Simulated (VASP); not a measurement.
# SiO2 (P4_32_12) in VASP: electric field gradients with HSE06

Aim: the electric field gradients of SiO2 with HSE06.

Everything below comes from runs of VASP 6.6.1. Logs are shortened: lines on timing, memory, paths and dates and some standing lists are left out, and cuts for length are marked.

### Step 1. The cell of the first run

Symmetry: P4_32_12, No. 96, tetragonal system. Conventional cell: a = 4.976 Å, b = 4.976 Å, c = 6.901 Å, α = 90.00°, β = 90.00°, γ = 90.00°. Si (site symmetry 2) has 4 O at 1.61 Å within 2.1 Å. O (site symmetry 1) has 2 Si at 1.61 Å within 2.1 Å.

### Step 2. Electric field gradients, HSE06

Contents of POSCAR:

```
SiO2
1.0
    4.9755888200      0.0000000000      0.0000000000
    0.0000000000      4.9755888200      0.0000000000
    0.0000000000      0.0000000000      6.9008894400
Si O
4 8
Direct
    0.1967534400      0.1967534400      0.0000000000
    0.3032465600      0.6967534400      0.7500000000
    0.6967534400      0.3032465600      0.2500000000
    0.8032465600      0.8032465600      0.5000000000
    0.6103870700      0.7382423700      0.6820415600
    0.3896129300      0.2617576300      0.1820415600
    0.7382423700      0.6103870700      0.3179584400
    0.2382423700      0.8896129300      0.9320415600
    0.2617576300      0.3896129300      0.8179584400
    0.1103870700      0.7617576300      0.5679584400
    0.8896129300      0.2382423700      0.0679584400
    0.7617576300      0.1103870700      0.4320415600
```

Contents of INCAR.step1:

```
PREC = Accurate
ENCUT = 520
ISMEAR = -1
SIGMA = 0.02
LREAL = F
LASPH = T
NELM = 100
ALGO = Normal
ISIF = 2
LWAVE = T
LCHARG = F
GGA = PE
EDIFF = 1E-5
NBANDS = 44
```

Contents of INCAR.step2:

```
PREC = Accurate
ENCUT = 520
EDIFF = 1E-8
ISMEAR = -1
SIGMA = 0.02
LREAL = F
LASPH = T
NELM = 100
ALGO = Normal
ISIF = 2
LWAVE = F
LCHARG = F
GGA = PE
LHFCALC = T
HFSCREEN = 0.2079
PRECFOCK = Fast
LEFG = T
ISTART = 1
NBANDS = 44
```

Contents of KPOINTS:

```
regular mesh
0
Gamma
  3 3 3
```

Potentials or basis: VASP PAW PBE potentials, release 64 (Si, O).

On the command line:

```bash
$ cat potpaw_PBE.64/Si/POTCAR potpaw_PBE.64/O/POTCAR > POTCAR
$ cp INCAR.step1 INCAR
$ mpirun -np 1 vasp_std > vasp.out
$ cp INCAR.step2 INCAR
$ mpirun -np 1 vasp_std > vasp.out
```

OUTCAR:

```text
PREC = Accurate
   ENCUT = 520
   EDIFF = 1E-8
   ISMEAR = -1
   LREAL = F
   LASPH = T
   NELM = 100
   ISIF = 2
   GGA = PE
   LHFCALC = T
   HFSCREEN = 0.2079
   PRECFOCK = Fast
   ISTART = 1

 ion  position               nearest neighbor table
   1  0.197  0.197  0.000-   8 1.61  11 1.61   9 1.61   6 1.61   2 3.07   3 3.07   2 3.07   3 3.07

   2  0.303  0.697  0.750-   5 1.61   9 1.61   8 1.61  10 1.61   1 3.07   4 3.07   1 3.07   4 3.07

   3  0.697  0.303  0.250-   6 1.61   7 1.61  11 1.61  12 1.61   1 3.07   4 3.07   4 3.07   1 3.07

   4  0.803  0.803  0.500-  10 1.61  12 1.61   5 1.61   7 1.61   2 3.07   3 3.07   3 3.07   2 3.07

   5  0.610  0.738  0.682-   2 1.61   4 1.61
   6  0.390  0.262  0.182-   3 1.61   1 1.61
   7  0.738  0.610  0.318-   3 1.61   4 1.61
   8  0.238  0.890  0.932-   1 1.61   2 1.61
   9  0.262  0.390  0.818-   2 1.61   1 1.61
  10  0.110  0.762  0.568-   4 1.61   2 1.61
  11  0.890  0.238  0.068-   1 1.61   3 1.61
  12  0.762  0.110  0.432-   4 1.61   3 1.61

  LATTYP: Found a simple tetragonal cell.
 ALAT       =     4.9755888200
 C/A-ratio  =     1.3869493018

  Lattice vectors:

 A1 = (   4.9755888200,   0.0000000000,   0.0000000000)
 A2 = (   0.0000000000,   4.9755888200,   0.0000000000)
 A3 = (   0.0000000000,   0.0000000000,   6.9008894400)

Analysis of symmetry for initial positions (statically):
=====================================================================
 Subroutine PRICEL returns:
 Original cell was already a primitive cell.

 Routine SETGRP: Setting up the symmetry group for a
 simple tetragonal supercell.

 Subroutine GETGRP returns: Found  8 space group operations
 (whereof  2 operations were pure point group operations)
 out of a pool of 16 trial point group operations.

The static configuration has the point symmetry C_2 .
 The point group associated with its full space group is D_4 .

Analysis of symmetry for dynamics (positions and initial velocities):
=====================================================================
 Subroutine PRICEL returns:
 Original cell was already a primitive cell.

 Routine SETGRP: Setting up the symmetry group for a
 simple tetragonal supercell.

 Subroutine GETGRP returns: Found  8 space group operations
 (whereof  2 operations were pure point group operations)
 out of a pool of 16 trial point group operations.

The dynamic configuration has the point symmetry C_2 .
 The point group associated with its full space group is D_4 .

 Subroutine INISYM returns: Found  8 space group operations
 (whereof  2 operations are pure point group operations),
 and found     1 'primitive' translations

----------------------------------------------------------------------------------------

                                     Primitive cell

  volume of cell :     170.8418

  direct lattice vectors                    reciprocal lattice vectors
     4.975588820  0.000000000  0.000000000     0.200981238  0.000000000  0.000000000
     0.000000000  4.975588820  0.000000000     0.000000000  0.200981238  0.000000000
     0.000000000  0.000000000  6.900889440     0.000000000  0.000000000  0.144908857

  length of vectors
     4.975588820  4.975588820  6.900889440     0.200981238  0.200981238  0.144908857

  position of ions in fractional coordinates (direct lattice)
     0.196753440  0.196753440  0.000000000
     0.303246560  0.696753440  0.750000000
     0.696753440  0.303246560  0.250000000
     0.803246560  0.803246560  0.500000000
     0.610387070  0.738242370  0.682041560
     0.389612930  0.261757630  0.182041560
     0.738242370  0.610387070  0.317958440
     0.238242370  0.889612930  0.932041560
     0.261757630  0.389612930  0.817958440
     0.110387070  0.761757630  0.567958440
     0.889612930  0.238242370  0.067958440
     0.761757630  0.110387070  0.432041560

  ion indices of the primitive-cell ions
   primitive index   ion index
                 1           1
[... 94 lines left out ...]
   NKREDY  =     1    reduce k-point grid by
   NKREDZ  =     1    reduce k-point grid by
   AEXX    =    0.2500 exact exchange contribution
   HFSCREEN=    0.2079 screening length (either q_TF or 0.3 A-1)
   HFSCREENC=   0.2079 screening length for correlation (either q_TF or 0.3 A-1)
   ENCUTFOCK=  -1.0 apply spherical cutoff to Coloumb kernel
   IVDW    =     0    specifies the selected vdW correction
   LEPSILON=     F    determine dielectric tensor
   LRPA    =     F    only Hartree local field effects (RPA)
 non-spin polarized calculation
  energy-cutoff  :      520.00
  volume of cell :      170.84
 maximum number of plane-waves:      4609
 NGX is ok and might be reduce to    40
  NGX = 20; NGY = 20; NGZ = 28

 number of electron      63.9999967 magnetization

 Free energy of the ion-electron system (eV)
  ---------------------------------------------------
  ext. energy  EPLUGINS =         0.00000000
  ---------------------------------------------------
  free energy    TOTEN  =      -116.66499203 eV

  energy without entropy =     -116.66499203  energy(sigma->0) =     -116.66499203

 E-fermi :  -0.6703     XC(G=0):  -7.0074

 val. band max:       -1.1614308960   @ k =   0.0000   0.0000   0.0000
 cond. band min:       6.3605553092   @ k =   0.0000   0.0000   0.0000
 fundamental gap:      7.5219862053
 Fermi energy:        -0.6703400159

 k-point     1 :       0.0000    0.0000    0.0000
  band No.  band energies     occupation
      1     -22.1952      2.00000
      2     -21.2376      2.00000
      3     -21.2376      2.00000
      4     -20.0214      2.00000
      5     -19.9719      2.00000
      6     -19.9714      2.00000
[... 271 lines left out ...]
     43      11.9307      0.00000
     44      12.2963      0.00000

------------------------ aborting loop because EDIFF is reached ----------------------------------------

  FORCE on cell =-STRESS in cart. coord.  units (eV):
  Direction    XX          YY          ZZ          XY          YZ          ZX
  --------------------------------------------------------------------------------------
  -------------------------------------------------------------------------------------
  Total        0.0925078      0.0925078     -0.0371642      0.0000000      0.0000000      0.0000000
  in kB        0.8675504      0.8675504     -0.3485306      0.0000000      0.0000000      0.0000000
  external PRESSURE =       0.4621901 kB  Pullay stress =       0.0000000 kB

 VOLUME and BASIS-vectors are now :
 -----------------------------------------------------------------------------
  energy-cutoff  :      520.00
  volume of cell :      170.84
      direct lattice vectors                 reciprocal lattice vectors
     4.975588820  0.000000000  0.000000000     0.200981238  0.000000000  0.000000000
     0.000000000  4.975588820  0.000000000     0.000000000  0.200981238  0.000000000
     0.000000000  0.000000000  6.900889440     0.000000000  0.000000000  0.144908857

 POSITION                                       TOTAL-FORCE (eV/Angst)
 -----------------------------------------------------------------------------------
      0.97896      0.97896      0.00000         0.011106      0.011106      0.000000
      1.50883      3.46676      5.17567        -0.011106      0.011106      0.000000
      3.46676      1.50883      1.72522         0.011106     -0.011106     -0.000000
      3.99662      3.99662      3.45044        -0.011106     -0.011106      0.000000
      3.03704      3.67319      4.70669        -0.039307      0.003623     -0.071383
      1.93855      1.30240      1.25625         0.039307     -0.003623     -0.071383
      3.67319      3.03704      2.19420         0.003623     -0.039307      0.071383
      1.18540      4.42635      6.43192         0.003623      0.039307     -0.071383
      1.30240      1.93855      5.64464        -0.003623      0.039307      0.071383
      0.54924      3.79019      3.91942        -0.039307     -0.003623      0.071383
      4.42635      1.18540      0.46897         0.039307      0.003623      0.071383
      3.79019      0.54924      2.98147        -0.003623     -0.039307     -0.071383
 -----------------------------------------------------------------------------------
    total drift:                               -0.000001      0.000000      0.000000

  FREE ENERGIE OF THE ION-ELECTRON SYSTEM (eV)
  ---------------------------------------------------
  free  energy   TOTEN  =      -116.6649920284 eV

  energy  without entropy=     -116.6649920284  energy(sigma->0) =     -116.66499203

 Electric field gradients (V/A^2)
---------------------------------------------------------------------
 ion       V_xx      V_yy      V_zz      V_xy      V_xz      V_yz
---------------------------------------------------------------------
   1      -0.272    -0.272     0.544     0.677     2.832    -2.832
   2      -0.272    -0.272     0.544    -0.677     2.832     2.832
   3      -0.272    -0.272     0.544    -0.677    -2.832    -2.832
   4      -0.272    -0.272     0.544     0.677    -2.832     2.832
   5      45.794   -48.877     3.083    19.890   -58.166   -14.907
   6      45.794   -48.877     3.083    19.890    58.166    14.907
   7     -48.877    45.794     3.083    19.890    14.907    58.166
   8     -48.877    45.794     3.083   -19.890   -14.907    58.166
   9     -48.877    45.794     3.083    19.890   -14.907   -58.166
  10      45.794   -48.877     3.083   -19.890    58.166   -14.907
  11      45.794   -48.877     3.083   -19.890   -58.166    14.907
  12     -48.877    45.794     3.083   -19.890    14.907   -58.166
---------------------------------------------------------------------

 Electric field gradients after diagonalization (V/A^2)
 (convention: |V_zz| > |V_xx| > |V_yy|)
----------------------------------------------------------------------
 ion       V_xx      V_yy      V_zz     asymmetry (V_yy - V_xx)/ V_zz
----------------------------------------------------------------------
   1       3.871     0.405    -4.276       0.811
   2       3.871     0.405    -4.276       0.811
   3       3.871     0.405    -4.276       0.811
   4       3.871     0.405    -4.276       0.811
   5     -53.338   -37.482    90.819       0.175
   6     -53.338   -37.482    90.819       0.175
   7     -53.338   -37.482    90.819       0.175
   8     -53.338   -37.482    90.819       0.175
   9     -53.338   -37.482    90.819       0.175
  10     -53.338   -37.482    90.819       0.175
  11     -53.338   -37.482    90.819       0.175
  12     -53.338   -37.482    90.819       0.175
----------------------------------------------------------------------

           NMR quadrupolar parameters

 Cq : quadrupolar parameter    Cq=e*Q*V_zz/h
 eta: asymmetry parameters     (V_yy - V_xx)/ V_zz
 Q  : nuclear electric quadrupole moment in mb (millibarn)
----------------------------------------------------------------------
 ion       Cq(MHz)       eta       Q (mb)
----------------------------------------------------------------------
   1      -0.010       0.811       1.000
   2      -0.010       0.811       1.000
   3      -0.010       0.811       1.000
   4      -0.010       0.811       1.000
   5       0.220       0.175       1.000
   6       0.220       0.175       1.000
   7       0.220       0.175       1.000
   8       0.220       0.175       1.000
   9       0.220       0.175       1.000
  10       0.220       0.175       1.000
  11       0.220       0.175       1.000
  12       0.220       0.175       1.000
----------------------------------------------------------------------
```

Wall time 72 min (1 thread of Intel Xeon 8259CL, shared host); peak memory 0.41 GiB.

Results:

- Free energy: -116.6650 eV
- Pressure: 0.0 GPa
- Largest force: 0.082 eV/Å
- Band gap on the k mesh: 7.52 eV
- Largest electric field gradient by atom: Si -4.3; O +90.8 V/Å²

Forces on the atoms (eV/Å):
```
Si   0.011  0.011  0.000
Si  -0.011  0.011  0.000
Si   0.011 -0.011  0.000
Si  -0.011 -0.011  0.000
O   -0.039  0.004 -0.071
O    0.039 -0.004 -0.071
O    0.004 -0.039  0.071
O    0.004  0.039 -0.071
O   -0.004  0.039  0.071
O   -0.039 -0.004  0.071
O    0.039  0.004  0.071
O   -0.004 -0.039 -0.071
```

Stress tensor (GPa, compression positive):
```
 0.09  0.00  0.00
 0.00  0.09  0.00
 0.00  0.00 -0.03
```

Electric field gradients, principal values (V/Å²):
```csv
atom,least,middle,greatest (by size)
1 Si,0.405,3.871,-4.276
2 Si,0.405,3.871,-4.276
3 Si,0.405,3.871,-4.276
4 Si,0.405,3.871,-4.276
5 O,-37.482,-53.338,90.819
6 O,-37.482,-53.338,90.819
7 O,-37.482,-53.338,90.819
8 O,-37.482,-53.338,90.819
9 O,-37.482,-53.338,90.819
10 O,-37.482,-53.338,90.819
11 O,-37.482,-53.338,90.819
12 O,-37.482,-53.338,90.819
```

Caveat: the k points lie up to 0.42 Å⁻¹ apart; without QUAD_EFG the Cq values of the log hold for a quadrupole moment of 1 mb, not for the nuclei; the PAW data sets were made with another functional, which shifts forces and pressure a little.
